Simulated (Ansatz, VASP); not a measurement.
CaO: VASP beside Ansatz

POSCAR

```
CaO
1.0
    0.0000000000      2.4489986189      2.4489986189
    2.4489986189      0.0000000000      2.4489986189
    2.4489986189      2.4489986189      0.0000000000
Ca O
1 1
Direct
    0.5000000000      0.5000000000      0.5000000000
    0.0000000000      0.0000000000      0.0000000000
```

File INCAR.step1:

```
SYSTEM = CaO
PREC = Accurate
ENCUT = 520
ISMEAR = 0
SIGMA = 0.05
LREAL = .False.
LASPH = .True.
NELM = 60
NBANDS = 15
GGA = PE
ALGO = Normal
EDIFF = 1E-4
LWAVE = .True.
LCHARG = .False.
```

The input INCAR.step2:

```
SYSTEM = CaO
PREC = Accurate
ENCUT = 520
EDIFF = 1E-7
ISMEAR = 0
SIGMA = 0.05
LREAL = .False.
LASPH = .True.
NELM = 60
ALGO = Normal
ISIF = 2
LWAVE = .False.
LCHARG = .False.
METAGGA = R2SCAN
LMIXTAU = .True.
NBANDS = 15
ISTART = 1
```

The input KPOINTS:

```
Automatic mesh
0
Gamma
  8 8 8
  0 0 0
```

Input for Ansatz:

```yaml
crystal:
  lattice:
    - [0.0, 2.4489986189, 2.4489986189]
    - [2.4489986189, 0.0, 2.4489986189]
    - [2.4489986189, 2.4489986189, 0.0]
  atoms:
    - { symbol: Ca, position: [0.5, 0.5, 0.5] }
    - { symbol: O, position: [0.0, 0.0, 0.0] }
basis:
  ecutwfc: 500
  ecutrho_ratio: 4
kpoints:
  mp_grid: { grid: [8, 8, 8] }
hamiltonian:
  xc: r2scan
scf:
  occupations: { method: gaussian, width: 0.05 }
output:
  forces: true
  stress: true
  eigenvalues: true
```

Alike in both runs: task single point; functional r2SCAN; k mesh 8 × 8 × 8; occupations gaussian, width 0.05 eV; no spin polarisation.

|  | VASP | Ansatz |
| --- | --- | --- |
| version | VASP 6.6.1 | Ansatz 0.2.0 |
| potentials or method | VASP PAW PBE potentials, release 64 (Ca_sv, O), cutoff 520 eV | scalar-relativistic, plane waves, PAW |
| valence electrons in the cell | 16 | 16 |

|  | VASP | Ansatz | Ansatz less VASP |
| --- | --- | --- | --- |
| gap on the k mesh at the Fermi level (eV) | 4.19 | 4.20 | +0.009 |
| least direct gap on the mesh (eV) | 4.58 | 4.59 | +0.011 |
| pressure (GPa) | -5.7 | -6.5 | -0.81 |

VASP's potentials were made for PBE, not for r2SCAN.
